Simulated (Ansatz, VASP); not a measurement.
# One calculation of Na2Os, two programs

```
CELL_PARAMETERS angstrom
2.77344 0.00000 0.00000
-1.38672 2.40187 0.00000
0.00000 0.00000 16.85204
ATOMIC_POSITIONS crystal
Na 0.33333 0.66667 0.59588
Na 0.66667 0.33333 0.09588
Na 0.33333 0.66667 0.90412
Na 0.66667 0.33333 0.40412
Os 0.33333 0.66667 0.25000
Os 0.66667 0.33333 0.75000
```

Alike in both runs: functional PBE; k mesh 6 × 6 × 2; occupations gaussian, width 0.1 eV; no spin polarisation.

Ansatz relaxed the structure, and its values are those at the end. VASP's run is a single point on that final structure, the one shown.

|  | VASP | Ansatz |
| --- | --- | --- |
| version | VASP 6.6.1 | Ansatz 0.2.0 |
| potentials or method | VASP PAW PBE potentials, release 64 (Na_pv, Os), cutoff 520 eV | scalar-relativistic, plane waves, PAW |
| valence electrons in the cell | 44 | 68 |

```tsv
	VASP	Ansatz	Ansatz less VASP
gap on the k mesh at the Fermi level (eV)	none	none	-
pressure (GPa)	-0.1	0.0	+0.11
rms of the force components (eV/Å)	0.008	0.014	+0.0058
```

A gap of «none» marks a metal or a gap that the smearing closes. VASP's potentials hold 44 valence electrons a cell and Ansatz's 68, so a difference there can come from the potentials and not from the codes.

The k mesh is coarse, so the values compare programs but aren't converged. Neither program's run includes spin-orbit coupling.
